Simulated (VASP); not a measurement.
A run of VASP 6.6.1 is set up as follows.

INCAR

```
  ALGO = Normal
  EDIFF = 1E-6
  ENCUT = 520
  GGA = PE
  ISIF = 2
  ISMEAR = -1
  LASPH = T
  LCHARG = T
  LELF = T
  LREAL = F
  LVHAR = T
  LWAVE = F
  NBANDS = 19
  NELM = 80
  PREC = Accurate
  SIGMA = 0.1
```

Contents of KPOINTS:

```
k-points
0
Gamma
  5 5 5
```

The input POSCAR:

```
Mg3ZnC
1.0
    4.1019874514      0.0000000000      0.0000000000
    0.0000000000      4.1019874514      0.0000000000
    0.0000000000      0.0000000000      4.1019874514
Mg Zn C
3 1 1
Direct
    0.0000000000      0.5000000000      0.5000000000
    0.5000000000      0.5000000000      0.0000000000
    0.5000000000      0.0000000000      0.5000000000
    0.0000000000      0.0000000000      0.0000000000
    0.5000000000      0.5000000000      0.5000000000
```

Potentials or basis: VASP PAW PBE potentials, release 64 (Mg, Zn, C).

Run with:

```bash
$ cat potpaw_PBE.64/Mg/POTCAR potpaw_PBE.64/Zn/POTCAR potpaw_PBE.64/C/POTCAR > POTCAR
$ mpirun -np 1 vasp_std > vasp.out
```

Q: Estimate the pressure.

A: 20.2 GPa.

Q: Predict the band gap on the k mesh.

A: Zero (band 11 reaches 6.38 eV, above the bottom of band 12 at 2.68 eV).
